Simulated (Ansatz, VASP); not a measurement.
**TiN: VASP beside Ansatz**

```
Ti N
1.0
     0.00000    2.10776    2.10776
     2.10776    0.00000    2.10776
     2.10776    2.10776    0.00000
Ti N
1 1
Direct
  0.00000 0.00000 0.00000
  0.50000 0.50000 0.50000
```

Change from the starting cell: volume scaled by 0.98.

Alike in both runs: task single point; functional PBEsol; k mesh 13 × 13 × 13; occupations fermi-dirac, width 0.05 eV; no spin polarisation.

```csv
,VASP,Ansatz
version,VASP 6.6.1,Ansatz 0.2.0
potentials or method,"VASP PAW PBE potentials, release 64 (Ti_sv, N), cutoff 600 eV","all-electron LAPW, scalar-relativistic"
```

```csv
,VASP,Ansatz,Ansatz less VASP
pressure (GPa),-2.1,-2.5,-0.34
```

VASP's potentials were made for PBE, not for PBEsol. Ansatz ran all-electron here, and VASP with PAW potentials.
